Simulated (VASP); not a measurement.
# NbRu3C (Pm-3m) in VASP: further runs, part 2 of 2

VASP 6.6.1. The steps go on from the part before.

## Step 4: Relaxation of cell and atoms, PBEsol

This run uses another cell than the first one, of 13.44 Å³/atom, 1.043 times its volume.

The input, INCAR:

```
SYSTEM = NbRu3C
ALGO = Normal
EDIFF = 1E-6
EDIFFG = -0.01
ENCUT = 600
GGA = PS
IBRION = 2
ISIF = 3
ISMEAR = -1
LASPH = .TRUE.
LCHARG = .FALSE.
LREAL = .FALSE.
LWAVE = .FALSE.
NELM = 80
NSW = 60
PREC = Accurate
SIGMA = 0.05
```

The input, KPOINTS:

```
k-points
0
G
  7 7 7
  0 0 0
```

The input, POSCAR:

```
NbRu3C
1.0
    4.0651380000      0.0000000000      0.0000000000
    0.0000000000      4.0651380000      0.0000000000
    0.0000000000      0.0000000000      4.0651380000
Ru Nb C
3 1 1
Direct
    0.5000000000      0.5000000000      0.0000000000
    0.5000000000      0.0000000000      0.5000000000
    0.0000000000      0.5000000000      0.5000000000
    0.0000000000      0.0000000000      0.0000000000
    0.5000000000      0.5000000000      0.5000000000
```

Potentials or basis: VASP PAW PBE potentials, release 64 (Ru_pv, Nb_sv, C).

Command:

```
$ cat potpaw_PBE.64/Ru_pv/POTCAR potpaw_PBE.64/Nb_sv/POTCAR potpaw_PBE.64/C/POTCAR > POTCAR
$ mpirun -np 1 vasp_std > vasp.out
```

OUTCAR:

```text
SYSTEM = NbRu3C
   EDIFF = 1E-6
   EDIFFG = -0.01
   ENCUT = 600
   GGA = PS
   IBRION = 2
   ISIF = 3
   ISMEAR = -1
   LASPH = .TRUE.
   LREAL = .FALSE.
   NELM = 80
   NSW = 60
   PREC = Accurate

 ion  position               nearest neighbor table
   1  0.500  0.500  0.000-   5 2.03   5 2.03   4 2.87   2 2.87   2 2.87   3 2.87   3 2.87   2 2.87
                             4 2.87   2 2.87   3 2.87   4 2.87   3 2.87   4 2.87
   2  0.500  0.000  0.500-   5 2.03   5 2.03   4 2.87   1 2.87   1 2.87   4 2.87   1 2.87   3 2.87
                             3 2.87   1 2.87   3 2.87   4 2.87   4 2.87   3 2.87
   3  0.000  0.500  0.500-   5 2.03   5 2.03   4 2.87   1 2.87   1 2.87   4 2.87   2 2.87   4 2.87
                             4 2.87   1 2.87   2 2.87   2 2.87   1 2.87   2 2.87
   4  0.000  0.000  0.000-   1 2.87   2 2.87   3 2.87   2 2.87   3 2.87   1 2.87   3 2.87   3 2.87
                             1 2.87   2 2.87   2 2.87   1 2.87
   5  0.500  0.500  0.500-   1 2.03   2 2.03   3 2.03   1 2.03   2 2.03   3 2.03
[... 193 lines left out ...]
  Total       -5.0038508     -5.0038508     -5.0038508     -0.0000000      0.0000000     -0.0000000
  in kB     -119.3408295   -119.3408295   -119.3408295     -0.0000000      0.0000000     -0.0000000
  external PRESSURE =    -119.3408295 kB  Pullay stress =       0.0000000 kB
[... 104 lines left out ...]
--------------------------------------- Ionic step        4  -------------------------------------------

 number of electron      58.9999989 magnetization

 Free energy of the ion-electron system (eV)
  ---------------------------------------------------
  ext. energy  EPLUGINS =         0.00000000
  ---------------------------------------------------
  free energy    TOTEN  =       -51.43513043 eV

  energy without entropy =      -51.41490352  energy(sigma->0) =      -51.42501698

 E-fermi :  12.7031     XC(G=0): -13.7296

 val. band max:       12.6403187345   @ k =   0.4286   0.1429   0.1429
 cond. band min:      12.7139504209   @ k =   0.4286   0.1429   0.1429
 fundamental gap:      0.0736316864
 Fermi energy:        12.7031124197

 k-point     1 :       0.0000    0.0000    0.0000
  band No.  band energies     occupation
      1     -43.1869      2.00000
      2     -31.0995      2.00000
      3     -31.0995      2.00000
      4     -31.0995      2.00000
      5     -30.3766      2.00000
      6     -30.3766      2.00000
[... 781 lines left out ...]
  FREE ENERGIE OF THE ION-ELECTRON SYSTEM (eV)
  ---------------------------------------------------
  free  energy   TOTEN  =       -51.4351304349 eV

  energy  without entropy=      -51.4149035235  energy(sigma->0) =      -51.42501698

 reached required accuracy - stopping structural energy minimisation
```

OSZICAR:

```text
N       E                     dE             d eps       ncg     rms          rms(c)
DAV:   1     0.768562095331E+03    0.76856E+03   -0.37463E+04  1400   0.201E+03
DAV:   2    -0.152209478537E+02   -0.78378E+03   -0.77145E+03  1515   0.637E+02
[... 43 lines left out ...]
DAV:   2    -0.514380230187E+02   -0.66919E-03   -0.34642E-02  1937   0.998E-01    0.398E-01
DAV:   3    -0.514352246947E+02    0.27983E-02   -0.17263E-02  2091   0.581E-01    0.901E-02
DAV:   4    -0.514351015926E+02    0.12310E-03   -0.92552E-04  1839   0.164E-01    0.253E-02
DAV:   5    -0.514351164818E+02   -0.14889E-04   -0.89231E-05  2473   0.439E-02    0.196E-02
DAV:   6    -0.514351241844E+02   -0.77026E-05   -0.70729E-06  2067   0.121E-02    0.119E-02
DAV:   7    -0.514351303877E+02   -0.62033E-05   -0.59283E-06  2105   0.109E-02    0.186E-03
DAV:   8    -0.514351304349E+02   -0.47240E-07   -0.34460E-07   858   0.470E-03
   4 F= -.51435130E+02 E0= -.51425017E+02  d E =-.108120E+00
```

CONTCAR:

```text
NbRu3C
   1.00000000000000
     4.0083015338752874    0.0000000000000000   -0.0000000000000000
    -0.0000000000000000    4.0083015338752874   -0.0000000000000000
     0.0000000000000000    0.0000000000000000    4.0083015338752874
  Ru              Nb              C
     3     1     1
Direct
     0.5000000000000000    0.5000000000000000    0.0000000000000000
     0.5000000000000000    0.0000000000000000    0.5000000000000000
     0.0000000000000000    0.5000000000000000    0.5000000000000000
     0.0000000000000000    0.0000000000000000    0.0000000000000000
     0.5000000000000000    0.5000000000000000    0.5000000000000000

  0.00000000E+00  0.00000000E+00  0.00000000E+00
  0.00000000E+00  0.00000000E+00  0.00000000E+00
  0.00000000E+00  0.00000000E+00  0.00000000E+00
  0.00000000E+00  0.00000000E+00  0.00000000E+00
  0.00000000E+00  0.00000000E+00  0.00000000E+00
```

It took 3.4 min on 1 thread of Intel Xeon Platinum 8375C at 2.90GHz (Ice Lake), shared host; peak memory 0.22 GiB.

Results:

* Free energy: -51.4351 eV
* Relaxed volume: 12.88 Å³/atom
* Relaxed cell: a = 4.008 Å, b = 4.008 Å, c = 4.008 Å, α = 90.00°, β = 90.00°, γ = 90.00°
* Space group after relaxing (to 0.05 Å): Pm-3m (No. 221)
* Energy gained by relaxing: 21.6 meV/atom
* Ionic steps: 4
* Pressure after relaxing: 0.0 GPa

Step by step:
| step | energy change (eV) | largest force (eV/Å) | pressure (GPa) | volume (Å³) |
| --- | --- | --- | --- | --- |
| 1 | 0.0000 | 0.0000 | -11.93 | 67.18 |
| 2 | 0.6591 | 0.0000 | 41.88 | 57.91 |
| 3 | -0.1080 | 0.0000 | -0.54 | 64.50 |
| 4 | -0.1081 | 0.0000 | -0.05 | 64.40 |

Final structure:
```yaml
crystal:
  lattice:
    - [4.00830, 0.00000, 0.00000]
    - [0.00000, 4.00830, 0.00000]
    - [0.00000, 0.00000, 4.00830]
  atoms:
    - { symbol: Ru, position: [0.50000, 0.50000, 0.00000] }
    - { symbol: Ru, position: [0.50000, 0.00000, 0.50000] }
    - { symbol: Ru, position: [0.00000, 0.50000, 0.50000] }
    - { symbol: Nb, position: [0.00000, 0.00000, 0.00000] }
    - { symbol: C, position: [0.50000, 0.50000, 0.50000] }
```

Caveat: the PAW data sets were made with another functional, which shifts forces and pressure a little.

## Step 5: Relaxation of cell and atoms, PBEsol, target pressure 30 GPa, at which the enthalpy is minimised

This run uses another cell than the first one, of 13.44 Å³/atom, 1.043 times its volume.

The input, INCAR:

```
SYSTEM = NbRu3C
PREC = Accurate
ENCUT = 600
EDIFF = 1E-6
ISMEAR = -1
SIGMA = 0.05
LREAL = .False.
LASPH = .True.
NELM = 100
ALGO = Normal
ISIF = 3
LWAVE = .False.
LCHARG = .False.
GGA = PS
IBRION = 2
NSW = 60
EDIFFG = -0.01
PSTRESS = 300.0
```

The input, KPOINTS:

```
regular mesh
0
Gamma
  7 7 7
  0 0 0
```

POSCAR is that of step 4.

Command:

```
$ cat potpaw_PBE.64/Ru_pv/POTCAR potpaw_PBE.64/Nb_sv/POTCAR potpaw_PBE.64/C/POTCAR > POTCAR
$ mpirun -np 1 vasp_std > vasp.out
```

It took 4.5 min on 1 thread of AMD EPYC 7R43 (Zen 3), shared host; peak memory 0.19 GiB.

Results (log left out):

```
Free energy                                            : -51.0004 eV
Relaxed volume                                         : 11.88 Å³/atom
Relaxed cell                                           : a = 3.902 Å, b = 3.902 Å, c = 3.902 Å, α = 90.00°, β = 90.00°, γ = 90.00°
Space group after relaxing (to 0.05 Å)                 : Pm-3m (No. 221)
Energy change on relaxing (the enthalpy is what falls) : +65.3 meV/atom
Ionic steps                                            : 5
Pressure after relaxing                                : 30.1 GPa
```

The path:
```csv
step,energy change (eV),largest force (eV/Å),pressure (GPa),volume (Å³)
1,0.0000,0.0000,-11.93,67.18
2,25.1758,0.0000,493.06,38.46
3,0.1125,0.0000,20.56,60.76
4,0.2286,0.0000,26.01,59.96
5,0.3266,0.0000,30.06,59.40
```

Final structure:
```
CELL_PARAMETERS angstrom
3.90173 0.00000 0.00000
0.00000 3.90173 0.00000
0.00000 0.00000 3.90173
ATOMIC_POSITIONS crystal
Ru 0.50000 0.50000 0.00000
Ru 0.50000 0.00000 0.50000
Ru 0.00000 0.50000 0.50000
Nb 0.00000 0.00000 0.00000
C 0.50000 0.50000 0.50000
```

Levels at points of the mesh, in eV from the Fermi level:
| k point | band 27 | band 28 | band 29 | band 30 | band 31 | band 32 |
| --- | --- | --- | --- | --- | --- | --- |
| (0.00, 0.00, 0.00) | -1.62 | -1.62 | 0.79 | 0.85 | 0.85 | 0.85 |

Caveat: the cell is relaxed towards a set pressure, so the enthalpy falls and the energy may rise; the PAW data sets were made with another functional, which shifts forces and pressure a little.

## Step 6: Summary

| task | cell | cutoff (eV) | gap on the mesh (eV) | pressure (GPa) |
| --- | --- | --- | --- | --- |
| single point | a = 4.009 Å, 5 atoms | 520 | none | -0.1 |
| single point | a = 4.065 Å, 5 atoms | 520 | none | -11.9 |
| relaxation of cell and atoms | relaxed from a = 4.065 Å, 5 atoms | 600 | none | 0.0 |
| relaxation of cell and atoms | relaxed to 30 GPa from a = 4.065 Å, 5 atoms | 600 | none | 30.1 |

Alike in all rows: level PBEsol; potentials or basis VASP PAW PBE potentials, release 64 (Ru_pv, Nb_sv, C); no spin polarisation; k mesh 7 × 7 × 7; smearing fermi-dirac 0.05 eV.

Caveats: the PAW data sets were made with another functional, which shifts forces and pressure a little; the cell is relaxed towards a set pressure, so the enthalpy falls and the energy may rise (some runs).

Absolute energies hang on the potentials; compare differences alone.
